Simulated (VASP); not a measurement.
Runs of VASP 6.6.1 on LaLuAs2. The structure is that of space group P4/mmm (No. 123), or close to it. The cells are those of the table. 

```tsv
level	cell	cutoff (eV)	gap on the mesh (eV)	pressure (GPa)
r2SCAN	a = 4.265, b = 4.265, c = 6.011 Å, 4 atoms	560	none	-2.1
PBE	a = 4.223, b = 4.223, c = 5.952 Å, 4 atoms	510	none	(a)
r2SCAN	a = 4.223, b = 4.223, c = 5.952 Å, 4 atoms	560	none	0.1
r2SCAN	a = 4.306, b = 4.306, c = 6.069 Å, 4 atoms	560	none	-3.9
```

Alike in all rows: task single point; potentials or basis VASP PAW PBE potentials, release 64 (La, As_d, Lu); no spin polarisation; k mesh 6 × 6 × 4; smearing fermi-dirac 0.02 eV.

Fill in the values left out.

(a) 0.2.

Caveats: semilocal functionals underestimate gaps, and a narrow one can read as zero; spin-orbit coupling is left out, which moves the levels of the heavy elements; the PAW data sets were made with another functional, which shifts forces and pressure a little (at least some runs); the cell stands under tension (at least some runs).

A k mesh can miss the band edges, and the runs leave out spin-orbit coupling on As, La, Lu.

A gap of «none» marks levels without a gap at the run's occupations.
